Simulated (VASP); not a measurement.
Wanted: the native input for a VASP 6.6.1 run.

```
Task                   : single point
Functional             : PBE
Potentials or basis    : VASP PAW PBE potentials, release 64 (In_d, Sb)
Cutoff                 : 520 eV
k mesh                 : 10 × 10 × 10
Occupations            : gaussian, width 0.1 eV
Spin                   : no spin polarisation
Dipole correction      : no
Further INCAR settings : ALGO = Normal; EDIFF = 1e-07; NBANDS = 22
```

The structure of InSb3 lies in POSCAR:

```
InSb3
1.0
    0.0000000000      3.6736604777      3.6736604777
    3.7305788027      0.0000000000      3.6736604777
    3.7305788027      3.6736604777      0.0000000000
In Sb
1 3
Direct
    0.0000000000      0.0000000000      0.0000000000
    0.2500000000      0.2500000000      0.2500000000
    0.7500000000      0.7500000000      0.7500000000
    0.5000000000      0.5000000000      0.5000000000
```

This cell differs from its parent crystal: strained.

The input as run:

INCAR

```
SYSTEM = InSb3
PREC     = Accurate       ! precision mode
ENCUT    = 520            ! plane-wave cutoff, eV
EDIFF    = 1E-7           ! SCF threshold, eV
ISMEAR   = 0              ! smearing method
SIGMA    = 0.1            ! smearing width, eV
LREAL    = .FALSE.        ! projectors in reciprocal space
LASPH    = .TRUE.         ! aspherical terms in the spheres
NELM     = 60             ! most SCF steps
ALGO     = Normal         ! electronic algorithm
ISIF     = 2              ! what is computed and relaxed
LWAVE    = .FALSE.        ! write WAVECAR
LCHARG   = .TRUE.         ! write CHGCAR
GGA      = PE             ! functional
LELF     = .TRUE.         ! ELF
LVHAR    = .TRUE.       
NBANDS   = 22             ! bands
```

KPOINTS

```
regular mesh
0
G
  10 10 10
  0 0 0
```

Potentials or basis: VASP PAW PBE potentials, release 64 (In_d, Sb).

Command:

```console
$ cat potpaw_PBE.64/In_d/POTCAR potpaw_PBE.64/Sb/POTCAR > POTCAR
$ mpirun -np 1 vasp_std > vasp.out
```

Results of the run:

```yaml
Pressure: 5.0 GPa
Band_gap_on_the_k_mesh: zero (band 14 reaches 10.35 eV, above the bottom of band 15 at 7.03 eV)
```

Caveat: the cell differs from its parent crystal (strained); spin-orbit coupling is left out, which moves the levels of the heavy elements.

Wall time 120 s on 1 thread of Intel(R) Xeon(R) 6975P-C (Granite Rapids), on a shared host, peak memory 0.38 GiB.
